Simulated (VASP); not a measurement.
A run of VASP 6.6.1:

File POSCAR:

```
HfN
1.0
    3.2386301157      0.0000000000      0.0000000000
   -1.6193150578      2.8047359537      0.0000000000
    0.0000000000      0.0000000000      5.3438662950
Hf N
2 2
Direct
    0.6666666667      0.3333333333      0.7500000000
    0.3333333333      0.6666666667      0.2500000000
    0.0000000000      0.0000000000      0.0000000000
    0.0000000000      0.0000000000      0.5000000000
```

INCAR.step1

```
PREC     = Accurate       # precision mode
ENCUT    = 520            # plane-wave cutoff, eV
ISMEAR   = 0              # smearing method
SIGMA    = 0.15           # smearing width, eV
LREAL    = False          # projectors in reciprocal space
LASPH    = True           # aspherical terms in the spheres
NELM     = 100            # most SCF steps
NBANDS   = 23             # bands
GGA      = PE             # functional
ALGO     = Normal         # electronic algorithm
EDIFF    = 1E-4           # SCF threshold, eV
LWAVE    = True           # write WAVECAR
LCHARG   = False          # write CHGCAR
```

The input INCAR.step2:

```
PREC     = Accurate       # precision mode
ENCUT    = 520            # plane-wave cutoff, eV
EDIFF    = 1E-6           # SCF threshold, eV
ISMEAR   = 0              # smearing method
SIGMA    = 0.15           # smearing width, eV
LREAL    = False          # projectors in reciprocal space
LASPH    = True           # aspherical terms in the spheres
NELM     = 100            # most SCF steps
ALGO     = Normal         # electronic algorithm
ISIF     = 2              # what is computed and relaxed
LWAVE    = False          # write WAVECAR
LCHARG   = True           # write CHGCAR
METAGGA  = R2SCAN         # meta-GGA
LMIXTAU  = True         
LELF     = True           # ELF
LVHAR    = True         
NBANDS   = 23             # bands
ISTART   = 1
```

File KPOINTS:

```
regular mesh
0
Gamma
  18 18 10
```

Potentials or basis: VASP PAW PBE potentials, release 64 (Hf_pv, N).

Launch:

```bash
$ cat potpaw_PBE.64/Hf_pv/POTCAR potpaw_PBE.64/N/POTCAR > POTCAR
$ cp INCAR.step1 INCAR
$ mpirun -np 1 vasp_std > vasp.out
$ cp INCAR.step2 INCAR
$ mpirun -np 1 vasp_std > vasp.out
```

Hardware: 1 thread of AMD EPYC 9755 128-Core Processor, on a shared host.

Estimate the wall time of this run.

Run time: 10 min on 1 thread of AMD EPYC 9755 128-Core Processor, on a shared host, peak memory 0.3 GiB. Counts: k points 222.
